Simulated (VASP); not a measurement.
Write the native input for VASP 6.6.1 that does the following.

```
Task                   : single point
Functional             : LDA
Potentials or basis    : VASP PAW LDA potentials, release 64 (Ni)
Cutoff                 : 520 eV
k mesh                 : 23 × 23 × 23
Occupations            : fermi-dirac, width 0.05 eV
Spin                   : collinear spin, ferromagnetic start
Starting moments       : [1.0] μB
Dipole correction      : no
Further INCAR settings : ALGO = Normal; EDIFF = 1e-06; NBANDS = 15
```

The structure of Ni lies in POSCAR:

```
Ni
1.0
   -1.1556815178      1.1556815178      1.1556815178
    1.1556815178     -1.1556815178      1.1556815178
    1.1556815178      1.1556815178     -1.1556815178
Ni
1
Direct
    0.0000000000      0.0000000000      0.0000000000
```

One way to write it, as run:

INCAR

```
SYSTEM = Ni
ALGO = Normal
EDIFF = 1E-6
ENCUT = 520
GGA = CA
ISIF = 2
ISMEAR = -1
ISPIN = 2
LASPH = .True.
LCHARG = .False.
LMAXMIX = 4
LORBIT = 11
LREAL = .False.
LWAVE = .False.
MAGMOM = 1
NBANDS = 15
NELM = 150
PREC = Accurate
SIGMA = 0.05
```

KPOINTS

```
k-points
0
Gamma
  23 23 23
  0 0 0
```

Potentials or basis: VASP PAW LDA potentials, release 64 (Ni).

Launch:

```sh
$ cat potpaw_LDA.64/Ni/POTCAR > POTCAR
$ mpirun -np 1 vasp_std > vasp.out
```

It gave:

| Property | Result |
| --- | --- |
| Pressure | 390.2 GPa |
| Band gap on the k mesh | zero (filled and empty bands overlap) |
| Net moment | 0.00 μB per cell |

It took 36 s on 1 thread of Intel(R) Xeon(R) Platinum 8259CL CPU @ 2.50GHz (Skylake/Cascade Lake) (shared host), peak memory 0.16 GiB.
